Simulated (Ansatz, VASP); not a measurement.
**TePb in VASP and in Ansatz**

File INCAR:

```
SYSTEM = TePb
PREC = Accurate
ENCUT = 520
EDIFF = 1E-6
ISMEAR = 0
SIGMA = 0.05
LREAL = .False.
LASPH = .True.
NELM = 60
ALGO = Normal
ISIF = 2
LWAVE = .False.
LCHARG = .False.
GGA = PE
NBANDS = 17
```

File KPOINTS:

```
regular mesh
0
Gamma
  6 6 6
  0 0 0
```

The input POSCAR:

```
TePb
1.0
    3.9969434863      0.0000000000      0.0000000000
    0.0000000000      3.9969434863      0.0000000000
    0.0000000000      0.0000000000      3.9969434863
Te Pb
1 1
Direct
    0.5000000000      0.5000000000      0.5000000000
    0.0000000000      0.0000000000      0.0000000000
```

Input for Ansatz:

```yaml
crystal:
  lattice:
    - [3.9969434863, 0.0, 0.0]
    - [0.0, 3.9969434863, 0.0]
    - [0.0, 0.0, 3.9969434863]
  atoms:
    - { symbol: Te, position: [0.5, 0.5, 0.5] }
    - { symbol: Pb, position: [0.0, 0.0, 0.0] }
basis:
  ecutwfc: 420
  ecutrho_ratio: 4
kpoints:
  mp_grid: { grid: [6, 6, 6] }
hamiltonian:
  xc: pbe
scf:
  occupations: { method: gaussian, width: 0.05 }
output:
  forces: true
  stress: true
  eigenvalues: true
```

Alike in both runs: task single point; functional PBE; k mesh 6 × 6 × 6; occupations gaussian, width 0.05 eV; no spin polarisation.

|  | VASP | Ansatz |
| --- | --- | --- |
| version | VASP 6.6.1 | Ansatz 0.2.0 |
| potentials or method | VASP PAW PBE potentials, release 64 (Te, Pb_d), cutoff 520 eV | scalar-relativistic, plane waves, PAW |
| valence electrons in the cell | 20 | 30 |

|  | VASP | Ansatz | Ansatz less VASP |
| --- | --- | --- | --- |
| gap on the k mesh at the Fermi level (eV) | none | none | - |
| pressure (GPa) | -0.3 | -0.3 | +0.04 |

A gap of «none» marks a metal or a gap that the smearing closes. The functional is the same, so the differences come from potentials, cutoffs and numerics. VASP's potentials hold 20 valence electrons a cell and Ansatz's 30, so a difference there can come from the potentials and not from the codes.

Neither program's run includes spin-orbit coupling.
